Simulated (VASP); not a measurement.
A run of VASP 6.6.1 is set up as follows.

File INCAR:

```
PREC = Accurate ; ENCUT = 520
EDIFF = 1E-6 ; ISMEAR = 0
SIGMA = 0.1 ; LREAL = False
LASPH = True ; NELM = 60
ALGO = Normal ; ISIF = 2
LWAVE = False ; LCHARG = True
GGA = PE ; LELF = True
LVHAR = True ; NBANDS = 18
```

KPOINTS

```
Automatic mesh
0
Gamma
  18 18 18
```

File POSCAR:

```
Si2W
1.0
   -1.6146459818      1.6146459818      3.9336145547
    1.6146459818     -1.6146459818      3.9336145547
    1.6146459818      1.6146459818     -3.9336145547
Si W
2 1
Direct
    0.3345726946      0.3345726946      0.0000000000
    0.6654273054      0.6654273054      0.0000000000
    0.0000000000      0.0000000000      0.0000000000
```

Potentials or basis: VASP PAW PBE potentials, release 64 (Si, W_sv).

Command:

```bash
$ cat potpaw_PBE.64/Si/POTCAR potpaw_PBE.64/W_sv/POTCAR > POTCAR
$ mpirun -np 1 vasp_std > vasp.out
```

(1) What does it give for the band gap on the k mesh?

(2) Predict the largest force.

(3) Predict the pressure.

Answers

(1) zero (band 11 reaches 12.49 eV, above the bottom of band 12 at 11.24 eV).

(2) 0.003 eV/Å.

(3) 0.0 GPa.

Caveat: spin-orbit coupling is left out, which moves the levels of the heavy elements.
